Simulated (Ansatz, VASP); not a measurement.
**SrO: VASP beside Ansatz**

```
Sr O
1.0
     0.00000   -2.53219   -2.53219
    -2.53219    0.00000   -2.53219
     2.53219    2.53219   -5.06437
Sr O
2 2
Cartesian
  0.0083 0.0000 0.0000
  0.0083 0.0000 -5.0644
  -0.1750 0.1006 -7.6257
  0.0844 -0.1006 -2.5031
```

Change from the starting cell: mode 6 frozen in at -0.045 Å and mode 10 at -0.167 Å (largest displacements).

Alike in both runs: task single point; functional LDA; k mesh 9 × 9 × 8; occupations gaussian, width 0.05 eV; no spin polarisation.

```csv
,VASP,Ansatz
version,VASP 6.6.1,Ansatz 0.2.0
potentials or method,"VASP PAW LDA potentials, release 64 (Sr_sv, O), cutoff 520 eV","scalar-relativistic, plane waves, PAW"
valence electrons in the cell,32,32
```

```tsv
	VASP	Ansatz	Ansatz less VASP
gap on the k mesh at the Fermi level (eV)	3.08	3.14	+0.065
least direct gap on the mesh (eV)	3.17	3.23	+0.053
pressure (GPa)	2.1	1.2	-0.91
traceless stress, the component that is largest in VASP (GPa)	1.43	1.35	-0.081
rms of the force components (eV/Å)	0.381	0.361	-0.0206
```

LDA's correlation is that of Perdew and Zunger in VASP and of Perdew and Wang (1992) in Ansatz. Atom by atom the forces differ by 0.021 eV/Å (rms over components).
